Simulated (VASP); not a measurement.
Runs of VASP 6.6.1 on Y. The structure is that of space group Pm-3m (No. 221), or close to it. The cells are those of the table. This isn't the form of Y at room conditions, which is hcp.

| cell | k mesh | gap on the mesh (eV) | pressure (GPa) | moment (μB) |
| --- | --- | --- | --- | --- |
| a = 3.317 Å, 1 atom | 11 × 11 × 11 | none | -1.0 | 0.77 |
| a = 3.399 Å, 1 atom | 11 × 11 × 11 | none | -2.6 | (c) |
| a = 3.273 Å, 1 atom | 11 × 11 × 11 | none | -0.1 | 0.73 |
| a = 3.399 Å, 1 atom | 16 × 16 × 16 | none | -2.6 | (b) |
| a = 3.359 Å, 1 atom | 11 × 11 × 11 | none | -1.9 | 0.77 |
| a = 3.229 Å, 1 atom | 11 × 11 × 11 | none | 1.0 | (a) |

Alike in all rows: task single point; level PBE; potentials or basis VASP PAW PBE potentials, release 64 (Y_sv); spin collinear; cutoff (eV) 520; smearing fermi-dirac 0.05 eV.

Problem. Fill in the values left out.

Solution. (a) 0.67; (b) 0.78; (c) 0.76.

A k mesh can miss the band edges, and the runs leave out spin-orbit coupling on Y.

A gap of «none» marks levels without a gap at the run's occupations.
